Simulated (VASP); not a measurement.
# Al (Fm-3m) in VASP: settings compared

Al is run at these levels: PBEsol, PBEsol+D4, r2SCAN; tasks: single point.

Everything below comes from runs of VASP 6.6.1. Logs are shortened: lines on timing, memory, paths and dates and some standing lists are left out, and cuts for length are marked.

## 1. The cell of the first run

It takes space group Fm-3m (No. 225, cubic). The conventional cell has a = 3.905 Å, b = 3.905 Å, c = 3.905 Å, α = 90.00°, β = 90.00°, γ = 90.00°. Al (site symmetry m-3m) has 12 Al at 2.76 Å within 3.6 Å.

## 2. Single point, PBEsol (volume scaled by 0.92)

INCAR reads:

```
SYSTEM = Al
  PREC = Accurate
  ENCUT = 520
  EDIFF = 1E-7
  ISMEAR = -1
  SIGMA = 0.1
  LREAL = .False.
  LASPH = .True.
  NELM = 80
  ALGO = Normal
  ISIF = 2
  LWAVE = .False.
  LCHARG = .True.
  GGA = PS
  LELF = .True.
  LVHAR = .True.
  NBANDS = 8
```

KPOINTS reads:

```
regular mesh
0
Gamma
  16 16 16
  0 0 0
```

POSCAR reads:

```
Al
1.0
    0.0000000000      1.9523242065      1.9523242065
    1.9523242065      0.0000000000      1.9523242065
    1.9523242065      1.9523242065      0.0000000000
Al
1
Direct
    0.0000000000      0.0000000000      0.0000000000
```

Potentials or basis: VASP PAW PBE potentials, release 64 (Al).

Started as:

```bash
$ cat potpaw_PBE.64/Al/POTCAR > POTCAR
$ mpirun -np 1 vasp_std > vasp.out
```

OUTCAR:

```text
SYSTEM = Al
   PREC = Accurate
   ENCUT = 520
   EDIFF = 1E-7
   ISMEAR = -1
   LREAL = .False.
   LASPH = .True.
   NELM = 80
   ISIF = 2
   GGA = PS

 ion  position               nearest neighbor table
   1  0.000  0.000  0.000-

  LATTYP: Found a face centered cubic cell.
 ALAT       =     3.9046484130

  Lattice vectors:

 A1 = (   0.0000000000,   1.9523242065,   1.9523242065)
 A2 = (   1.9523242065,   0.0000000000,   1.9523242065)
 A3 = (   1.9523242065,   1.9523242065,   0.0000000000)

Analysis of symmetry for initial positions (statically):
=====================================================================
 Subroutine PRICEL returns:
 Original cell was already a primitive cell.

 Routine SETGRP: Setting up the symmetry group for a
 face centered cubic supercell.

 Subroutine GETGRP returns: Found 48 space group operations
 (whereof 48 operations were pure point group operations)
 out of a pool of 48 trial point group operations.

The static configuration has the point symmetry O_h .

Analysis of symmetry for dynamics (positions and initial velocities):
=====================================================================
 Subroutine PRICEL returns:
 Original cell was already a primitive cell.

 Routine SETGRP: Setting up the symmetry group for a
 face centered cubic supercell.

 Subroutine GETGRP returns: Found 48 space group operations
 (whereof 48 operations were pure point group operations)
 out of a pool of 48 trial point group operations.

The dynamic configuration has the point symmetry O_h .

 Subroutine INISYM returns: Found 48 space group operations
 (whereof 48 operations are pure point group operations),
 and found     1 'primitive' translations

----------------------------------------------------------------------------------------

                                     Primitive cell

  volume of cell :      14.8828

  direct lattice vectors                    reciprocal lattice vectors
     0.000000000  1.952324206  1.952324206    -0.256105005  0.256105005  0.256105005
     1.952324206  0.000000000  1.952324206     0.256105005 -0.256105005  0.256105005
     1.952324206  1.952324206  0.000000000     0.256105005  0.256105005 -0.256105005

  length of vectors
     2.761003371  2.761003371  2.761003371     0.443586880  0.443586880  0.443586880

  position of ions in fractional coordinates (direct lattice)
     0.000000000  0.000000000  0.000000000

  ion indices of the primitive-cell ions
   primitive index   ion index
                 1           1

----------------------------------------------------------------------------------------

 KPOINTS: regular mesh

Automatic generation of k-mesh.
 Grid dimensions read from file:
 generate k-points for:   16   16   16

 Generating k-lattice:

  Cartesian coordinates                     Fractional coordinates (reciprocal lattice)
    -0.016006563  0.016006563  0.016006563     0.062500000  0.000000000  0.000000000
     0.016006563 -0.016006563  0.016006563     0.000000000  0.062500000  0.000000000
     0.016006563  0.016006563 -0.016006563     0.000000000  0.000000000  0.062500000

  Length of vectors
     0.027724180  0.027724180  0.027724180

  Shift w.r.t. Gamma in fractional coordinates (k-lattice)
     0.000000000  0.000000000  0.000000000

 Subroutine IBZKPT returns following result:
 ===========================================

 Found    145 irreducible k-points:

 Following reciprocal coordinates:
            Coordinates               Weight
  0.000000  0.000000  0.000000      1.000000
  0.062500  0.000000  0.000000      8.000000
  0.125000  0.000000  0.000000      8.000000
  0.187500  0.000000  0.000000      8.000000
  0.250000  0.000000  0.000000      8.000000
  0.312500  0.000000  0.000000      8.000000
[... 16 lines left out ...]
 -0.125000  0.062500  0.000000     24.000000
 -0.062500  0.062500  0.000000     12.000000
 [... further k-points ...]
   k-points           NKPTS =    145   k-points in BZ     NKDIM =    145   number of bands    NBANDS=      8
   number of dos      NEDOS =    301   number of ions     NIONS =      1
   total plane-waves  NPLWV =  13824
   dimension x,y,z NGX =    24 NGY =   24 NGZ =   24
   dimension x,y,z NGXF=    48 NGYF=   48 NGZF=   48
   ions per type =               1
   NGX,Y,Z   is equivalent  to a cutoff of  14.45, 14.45, 14.45 a.u.
   NGXF,Y,Z  is equivalent  to a cutoff of  28.90, 28.90, 28.90 a.u.
 SYSTEM =  Al
   PREC   = accura    normal or accurate (medium, high low for compatibility)
   ISTART =      0    job   : 0-new  1-cont  2-samecut
   ICHARG =      2    charge: 1-file 2-atom 10-const
   ISPIN  =      1    spin polarized calculation?
   LNONCOLLINEAR =      F non collinear calculations
   LSORBIT =      F    spin-orbit coupling
   LASPH  =      T    aspherical Exc in radial PAW
   ENCUT  =  520.0 eV  38.22 Ry    6.18 a.u.   5.13  5.13  5.13*2*pi/ulx,y,z
   NELM   =     80;   NELMIN=  2; NELMDL= -5     # of ELM steps
   EDIFF  = 0.1E-06   stopping-criterion for ELM
   LREAL  =      F    real-space projection
   EDIFFG = 0.1E-05   stopping-criterion for IOM
   NSW    =      0    number of steps for IOM
   IBRION =     -1    ionic relax: 0-MD 1-quasi-New 2-CG
   NFREE  =      0    steps in history (QN), initial steepest desc. (CG)
   ISIF   =      2    stress and relaxation
   ISYM   =      2    0-nonsym 1-usesym 2-fastsym
   POTIM  = 0.5000    time-step for ionic-motion
   TEBEG  =    0.0;   TEEND  =   0.0 temperature during run
   PSTRESS=    0.0 pullay stress
   NELECT =       3.0000    total number of electrons
   NUPDOWN=      -1.0000    fix difference up-down
   EMIN   =  10.00;   EMAX   =-10.00  energy-range for DOS
   EFERMI =   0.00;   METHOD = LEGACY
   ISMEAR =    -1;   SIGMA  =   0.10  broadening in eV -4-tet -1-fermi 0-gaus
   EFERMI_NEDOS =   21; number of points for ismear=-14 and -15
   IALGO  =     38    algorithm
   IMIX   =      4    mixing-type and parameters
     AMIX     =   0.40;   BMIX     =  1.00
     AMIX_MAG =   1.60;   BMIX_MAG =  1.00
  volume/ion in A,a.u.               =      14.88       100.43
  Fermi-wavevector in a.u.,A,eV,Ry     =   0.959887  1.813923 12.536170  0.921382
  Thomas-Fermi vector in A             =   2.089122
   LORBIT       =      0    0 simple, 1 ext, 2 COOP (PROOUT), +10 PAW based schemes
   GGA     = PS    functional components
   LHFCALC =     F    Hartree Fock is set to
   AEXX    =    0.0000 exact exchange contribution
   IVDW    =     0    specifies the selected vdW correction
   LEPSILON=     F    determine dielectric tensor
   LRPA    =     F    only Hartree local field effects (RPA)
 non-spin polarized calculation
  energy-cutoff  :      520.00
  volume of cell :       14.88
 maximum number of plane-waves:       415
 NGX is ok and might be reduce to    24
   NGX = 11   NGY = 11   NGZ = 11

 number of electron       3.0000000 magnetization

 Free energy of the ion-electron system (eV)
  ---------------------------------------------------
  ext. energy  EPLUGINS =         0.00000000
  ---------------------------------------------------
  free energy    TOTEN  =        -4.07062855 eV

  energy without entropy =       -4.06029695  energy(sigma->0) =       -4.06546275

 E-fermi :   9.0950     XC(G=0): -10.6389

 val. band max:        9.0648535647   @ k =  -0.3125   0.4375   0.1250
 cond. band min:       9.1933261806   @ k =   0.5000   0.2500   0.1250
 fundamental gap:      0.1284726159
 Fermi energy:         9.0950023642

 k-point     1 :       0.0000    0.0000    0.0000
  band No.  band energies     occupation
      1      -2.7949      2.00000
      2      22.2449      0.00000
      3      22.2449      0.00000
      4      22.2449      0.00000
      5      24.5536      0.00000
      6      24.5536      0.00000
      7      24.5536      0.00000
      8      26.3223      0.00000

 k-point     2 :       0.0625    0.0000    0.0000
  band No.  band energies     occupation
      1      -2.6812      2.00000
      2      20.5000      0.00000
      3      21.9604      0.00000
      4      21.9604      0.00000
      5      24.9830      0.00000
      6      25.0207      0.00000
      7      25.0207      0.00000
      8      27.5557      0.00000

 k-point     3 :       0.1250    0.0000    0.0000
  band No.  band energies     occupation
      1      -2.3408      2.00000
      2      17.8643      0.00000
      3      21.4511      0.00000
      4      21.4511      0.00000
      5      24.8692      0.00000
      6      26.0409      0.00000
      7      26.0409      0.00000
      8      27.6783      0.00000

 k-point     4 :       0.1875    0.0000    0.0000
  band No.  band energies     occupation
      1      -1.7757      2.00000
      2      15.2298      0.00000
      3      21.0061      0.00000
      4      21.0061      0.00000
      5      24.6100      0.00000
      6      26.0658      0.00000
      7      26.0658      0.00000
      8      27.6402      0.00000

 k-point     5 :       0.2500    0.0000    0.0000
  band No.  band energies     occupation
      1      -0.9887      2.00000
      2      12.7111      0.00000
      3      20.7044      0.00000
      4      20.7044      0.00000
      5      24.4024      0.00000
      6      24.8282      0.00000
      7      24.8282      0.00000
      8      29.1029      0.00000
[... 177 lines left out ...]
 k-point    22 :      -0.1875    0.0625    0.0000
  band No.  band energies     occupation
      1      -1.4378      2.00000
      2      14.4360      0.00000
      3      18.9051      0.00000
      4      22.2696      0.00000
      5      24.4361      0.00000
      6      25.2618      0.00000
      7      26.1068      0.00000
      8      26.8863      0.00000

 k-point    23 :      -0.1250    0.0625    0.0000
  band No.  band energies     occupation
      1      -2.0768      2.00000
      2      16.9867      0.00000
      3      19.3973      0.00000
      4      22.5296      0.00000
      5      25.3575      0.00000
      6      25.4567      0.00000
      7      26.0693      0.00000
      8      27.0991      0.00000

 k-point    24 :      -0.0625    0.0625    0.0000
  band No.  band energies     occupation
      1      -2.4920      2.00000
      2      19.3387      0.00000
      3      20.2787      0.00000
      4      22.5403      0.00000
      5      24.7605      0.00000
      6      25.4132      0.00000
      7      26.0372      0.00000
      8      27.4913      0.00000

 [... further k-points ...]

------------------------ aborting loop because EDIFF is reached ----------------------------------------

  FORCE on cell =-STRESS in cart. coord.  units (eV):
  Direction    XX          YY          ZZ          XY          YZ          ZX
  --------------------------------------------------------------------------------------
  -------------------------------------------------------------------------------------
  Total        0.7858031      0.7858031      0.7858031     -0.0000000     -0.0000000      0.0000000
  in kB       84.5937900     84.5937900     84.5937900     -0.0000000     -0.0000000      0.0000000
  external PRESSURE =      84.5937900 kB  Pullay stress =       0.0000000 kB

 VOLUME and BASIS-vectors are now :
 -----------------------------------------------------------------------------
  energy-cutoff  :      520.00
  volume of cell :       14.88
      direct lattice vectors                 reciprocal lattice vectors
     0.000000000  1.952324206  1.952324206    -0.256105005  0.256105005  0.256105005
     1.952324206  0.000000000  1.952324206     0.256105005 -0.256105005  0.256105005
     1.952324206  1.952324206  0.000000000     0.256105005  0.256105005 -0.256105005

 POSITION                                       TOTAL-FORCE (eV/Angst)
 -----------------------------------------------------------------------------------
      0.00000      0.00000      0.00000         0.000000      0.000000     -0.000000
 -----------------------------------------------------------------------------------
    total drift:                                0.000000     -0.000000     -0.000000

  FREE ENERGIE OF THE ION-ELECTRON SYSTEM (eV)
  ---------------------------------------------------
  free  energy   TOTEN  =        -4.0706285460 eV

  energy  without entropy=       -4.0602969478  energy(sigma->0) =       -4.06546275
```

Wall time 28 s (1 thread of AMD EPYC 7R13, shared host); peak memory 0.11 GiB.

Results:

| Property | Result |
| --- | --- |
| Free energy | -4.0706 eV |
| Pressure | 8.5 GPa |

Levels at points of the mesh, in eV from the Fermi level:
```csv
k point,band 1,band 2,band 3,band 4,band 5
"(0.00, 0.00, 0.00)",-11.89,13.15,13.15,13.15,15.46
"(0.50, 0.00, 0.00)",-5.04,-4.55,11.89,11.89,12.51
"(0.50, 0.50, 0.00)",-3.20,-1.68,5.24,6.06,6.06
```

Caveat: the cell differs from its parent crystal (volume scaled by 0.92); the PAW data sets were made with another functional, which shifts forces and pressure a little.

## 3. Single point, PBEsol+D4

This run uses another cell than the first one, of 7.28 Å³/atom, 0.489 times its volume.

INCAR reads:

```
SYSTEM = Al
PREC = Accurate
ENCUT = 500
EDIFF = 1E-6
ISMEAR = -1
SIGMA = 0.1
LREAL = .FALSE.
LASPH = .TRUE.
NELM = 120
ALGO = Normal
ISIF = 2
LWAVE = .FALSE.
LCHARG = .FALSE.
GGA = PS
IVDW = 13
NBANDS = 8
GGA_COMPAT = .FALSE.
```

KPOINTS reads:

```
Automatic mesh
0
G
  16 16 16
  0 0 0
```

POSCAR reads:

```
Al
1.0
    0.0000000000      1.5382496840      1.5382496840
    1.5382496840      0.0000000000      1.5382496840
    1.5382496840      1.5382496840      0.0000000000
Al
1
Direct
    0.0000000000      0.0000000000      0.0000000000
```

Potentials or basis: VASP PAW PBE potentials, release 64 (Al).

Started as:

```bash
$ cat potpaw_PBE.64/Al/POTCAR > POTCAR
$ mpirun -np 1 vasp_std > vasp.out
```

Run time: 3.3 s. Hardware: 1 thread of Intel Xeon 6975P-C (Granite Rapids), shared host; peak memory 0.11 GiB.

Results (log left out):

- Free energy: 0.3811 eV
- Pressure: 336.5 GPa
- Dispersion energy per atom: -0.418 eV

Levels at points of the mesh, in eV from the Fermi level:
```
           k point  band 1  band 2  band 3  band 4
(0.00, 0.00, 0.00)  -17.54   18.37   18.37   18.37
(0.50, 0.00, 0.00)   -7.77   -5.53   16.18   16.18
(0.50, 0.50, 0.00)   -4.24   -2.89    5.23   11.69
```

Caveat: the PAW data sets were made with another functional, which shifts forces and pressure a little; pairwise dispersion overbinds metals, which lowers pressure and volume.

(Part 1 of 2 ends here.)
